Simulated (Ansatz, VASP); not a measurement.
BaZrO3 in VASP and in Ansatz

File POSCAR:

```
BaZrO3
1.0
    4.2123871500      0.0000000000      0.0000000000
    0.0000000000      4.2123871500      0.0000000000
    0.0000000000      0.0000000000      4.2123871500
Ba Zr O
1 1 3
Direct
    0.0000000000      0.0000000000      0.0000000000
    0.5000000000      0.5000000000      0.5000000000
    0.5000000000      0.0000000000      0.5000000000
    0.5000000000      0.5000000000      0.0000000000
    0.0000000000      0.5000000000      0.5000000000
```

The input INCAR.step1:

```
SYSTEM = BaZrO3
PREC = Accurate ; ENCUT = 600
ISMEAR = 0 ; SIGMA = 0.02
LREAL = .FALSE. ; LASPH = .TRUE.
NELM = 100 ; GGA = PE
ALGO = Normal ; EDIFF = 1E-4
LWAVE = .TRUE. ; LCHARG = .FALSE.
```

Contents of INCAR.step2:

```
SYSTEM = BaZrO3
PREC = Accurate ; ENCUT = 600
EDIFF = 1E-7 ; ISMEAR = 0
SIGMA = 0.02 ; LREAL = .FALSE.
LASPH = .TRUE. ; NELM = 100
ALGO = Normal ; ISIF = 3
LWAVE = .FALSE. ; LCHARG = .FALSE.
METAGGA = R2SCAN ; LMIXTAU = .TRUE.
IBRION = 2 ; NSW = 100
EDIFFG = -0.005 ; ISTART = 1
```

Contents of KPOINTS:

```
Automatic mesh
0
G
  6 6 6
  0 0 0
```

Input for Ansatz:

```yaml
crystal:
  lattice:
    - [4.21238715, 0.0, 0.0]
    - [0.0, 4.21238715, 0.0]
    - [0.0, 0.0, 4.21238715]
  atoms:
    - { symbol: Ba, position: [0.0, 0.0, 0.0] }
    - { symbol: Zr, position: [0.5, 0.5, 0.5] }
    - { symbol: O, position: [0.5, 0.0, 0.5] }
    - { symbol: O, position: [0.5, 0.5, 0.0] }
    - { symbol: O, position: [0.0, 0.5, 0.5] }
basis:
  ecutwfc: 500
kpoints:
  mp_grid: { grid: [6, 6, 6] }
hamiltonian:
  xc: r2scan
scf:
  occupations: { method: gaussian, width: 0.02 }
output:
  forces: true
  stress: true
  eigenvalues: true
relax:
  adjacent_minimum: "off"
  f_tol: 0.005
  max_steps: 80
  cell: { stress_tol: 0.05 }
```

Alike in both runs: task relaxation of cell and atoms; functional r2SCAN; k mesh 6 × 6 × 6; occupations gaussian, width 0.02 eV; no spin polarisation.

```csv
,VASP,Ansatz
version,VASP 6.6.1,Ansatz 0.2.0
potentials or method,"VASP PAW PBE potentials, release 64 (Ba_sv, Zr_sv, O), cutoff 600 eV","scalar-relativistic, plane waves, PAW"
valence electrons in the cell,40,40
```

```csv
,VASP,Ansatz,Ansatz less VASP
"gap on the k mesh at the Fermi level, each at its own relaxed structure (eV)",3.67,3.73,+0.065
relaxed volume (Å³/atom),14.95,14.87,-0.078
relaxed cell length with the largest relative difference (Å),4.212,4.205,-0.0073
```

VASP's potentials were made for PBE, not for r2SCAN.

Spin-orbit coupling is off throughout. Noted on VASP's run: the relaxation stopped at its first step, so nothing moved.
